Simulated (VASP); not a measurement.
Write the native input for VASP 6.6.1 that does the following.

* Task: single point
* Functional: r2SCAN
* Potentials or basis: VASP PAW PBE potentials, release 64 (B, N)
* Cutoff: 520 eV
* k mesh: 12 × 12 × 4
* Occupations: gaussian, width 0.05 eV
* Spin: no spin polarisation
* Dipole correction: no
* Further INCAR settings: ALGO = Normal; EDIFF = 1e-06; NBANDS = 16

The system is BN.

```
CELL_PARAMETERS angstrom
2.49234 0.02020 0.06604
-1.22867 2.16134 0.05913
0.17569 0.28307 6.67375
ATOMIC_POSITIONS crystal
B 0.28790 0.64393 0.25892
B 0.66666 0.29106 0.73360
N 0.31094 0.62770 0.74363
N 0.73450 0.43731 0.26385
```

This cell differs from its parent crystal: atoms moved at random and the cell strained at random.

One way to write it, as run:

POSCAR

```
BN
1.0
    2.4923369244      0.0202024772      0.0660414950
   -1.2286726038      2.1613435666      0.0591298991
    0.1756857285      0.2830657620      6.6737545003
B N
2 2
Direct
    0.2879044412      0.6439298037      0.2589216846
    0.6666560816      0.2910600295      0.7336012169
    0.3109406553      0.6277044758      0.7436275034
    0.7344988218      0.4373056910      0.2638495951
```

INCAR.step1

```
SYSTEM = BN
PREC = Accurate
ENCUT = 520
ISMEAR = 0
SIGMA = 0.05
LREAL = .False.
LASPH = .True.
NELM = 100
NBANDS = 16
GGA = PE
ALGO = Normal
EDIFF = 1E-4
LWAVE = .True.
LCHARG = .False.
```

INCAR.step2

```
SYSTEM = BN
PREC = Accurate
ENCUT = 520
EDIFF = 1E-6
ISMEAR = 0
SIGMA = 0.05
LREAL = .False.
LASPH = .True.
NELM = 100
ALGO = Normal
ISIF = 2
LWAVE = .False.
LCHARG = .False.
METAGGA = R2SCAN
LMIXTAU = .True.
NBANDS = 16
ISTART = 1
```

KPOINTS

```
regular mesh
0
Gamma
  12 12 4
  0 0 0
```

Potentials or basis: VASP PAW PBE potentials, release 64 (B, N).

Run with:

```console
$ cat potpaw_PBE.64/B/POTCAR potpaw_PBE.64/N/POTCAR > POTCAR
$ cp INCAR.step1 INCAR
$ mpirun -np 1 vasp_std > vasp.out
$ cp INCAR.step2 INCAR
$ mpirun -np 1 vasp_std > vasp.out
```

It gave:

| Quantity | Value |
| --- | --- |
| Pressure | 17.3 GPa |
| Largest force | 12.984 eV/Å |
| Band gap on the k mesh | 2.17 eV (least direct gap 3.82 eV) |

Caveat: the cell differs from its parent crystal (atoms moved at random and the cell strained at random); the cell stands under pressure; the PAW data sets were made with another functional, which shifts forces and pressure a little.

Run time: 5.9 min on 1 thread of Intel(R) Xeon(R) Platinum 8375C CPU @ 2.90GHz (Ice Lake), with other jobs on the host, peak memory 0.25 GiB.
